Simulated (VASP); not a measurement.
Write the native input for VASP 6.6.1 that does the following.

```yaml
Task: single point
Functional: PBE
Potentials_or_basis: VASP PAW PBE potentials, release 64 (Fe)
Cutoff: 520 eV
k_mesh: 12 × 12 × 12
Occupations: gaussian, width 0.15 eV
Spin: collinear spin, ferromagnetic start
Starting_moments: "[2.44] μB"
Dipole_correction: no
Further_INCAR_settings: ALGO = Fast; EDIFF = 1e-06; NBANDS = 14
```

The structure of Fe lies in POSCAR:

```
Fe
1.0
   -1.2083021952      1.2083021952      1.8919595773
    1.2083021952     -1.2083021952      1.8919595773
    1.2083021952      1.2083021952     -1.8919595773
Fe
1
Direct
    0.0000000000      0.0000000000      0.0000000000
```

This cell differs from its parent crystal: volume 11.049 Å^3 an atom, c/a of the conventional cell 1.5658.

These files were run (other wordings do the same):

INCAR

```
SYSTEM = Fe
PREC = Accurate ; ENCUT = 520
EDIFF = 1E-6 ; ISMEAR = 0
SIGMA = 0.15 ; LREAL = .FALSE.
LASPH = .TRUE. ; NELM = 150
ALGO = Fast ; ISIF = 2
LWAVE = .FALSE. ; LCHARG = .FALSE.
ISPIN = 2 ; MAGMOM = 2.44
LORBIT = 11 ; LMAXMIX = 4
GGA = PE ; NBANDS = 14
```

KPOINTS

```
Automatic mesh
0
G
  12 12 12
  0 0 0
```

Potentials or basis: VASP PAW PBE potentials, release 64 (Fe).

Run with:

```console
$ cat potpaw_PBE.64/Fe/POTCAR > POTCAR
$ mpirun -np 1 vasp_std > vasp.out
```

Results of the run:

```yaml
Pressure: 10.2 GPa
Net_moment: 2.22 μB per cell
Site_moments: Fe +2.21 μB
Valence_electrons_inside_the_program's_atomic_spheres: Fe 7.33
```

It took 5 min on 1 thread of Intel(R) Xeon(R) 6975P-C (Granite Rapids), on a shared host, peak memory 0.18 GiB.
